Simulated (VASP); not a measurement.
Wanted: the native input for a VASP 6.6.1 run.

* Task: single point
* Functional: PBEsol
* Potentials or basis: VASP PAW PBE potentials, release 64 (B, N)
* Cutoff: 520 eV
* k mesh: 12 × 12 × 4
* Occupations: gaussian, width 0.01 eV
* Spin: no spin polarisation
* Dipole correction: no
* Further INCAR settings: ALGO = Normal; EDIFF = 1e-07; NBANDS = 16

The structure of BN lies in POSCAR:

```
BN
1.0
    2.4982400000      0.0000000000      0.0000000000
   -1.2491200000      2.1635393048      0.0000000000
    0.0000000000      0.0000000000      6.6357000000
B N
2 2
Direct
    0.3333333333      0.6666666667      0.2500000000
    0.6666666667      0.3333333333      0.7500000000
    0.3333333333      0.6666666667      0.7500000000
    0.6666666667      0.3333333333      0.2500000000
```

The input as run:

INCAR

```
SYSTEM = BN
PREC = Accurate
ENCUT = 520
EDIFF = 1E-7
ISMEAR = 0
SIGMA = 0.01
LREAL = .False.
LASPH = .True.
NELM = 60
ALGO = Normal
ISIF = 2
LWAVE = .False.
LCHARG = .True.
GGA = PS
LELF = .True.
LVHAR = .True.
NBANDS = 16
```

KPOINTS

```
regular mesh
0
Gamma
  12 12 4
  0 0 0
```

Potentials or basis: VASP PAW PBE potentials, release 64 (B, N).

Run with:

```console
$ cat potpaw_PBE.64/B/POTCAR potpaw_PBE.64/N/POTCAR > POTCAR
$ mpirun -np 1 vasp_std > vasp.out
```

It gave:

- Pressure: 2.5 GPa
- Band gap on the k mesh: 4.18 eV, indirect (least direct gap 4.60 eV)

Caveat: the PAW data sets were made with another functional, which shifts forces and pressure a little; this functional lacks dispersion, which binds the layers, so the pressure and a relaxed spacing across them are unreliable.

It took 22 s on 1 thread of Intel Xeon 6975P-C, on a shared host, peak memory 0.16 GiB.
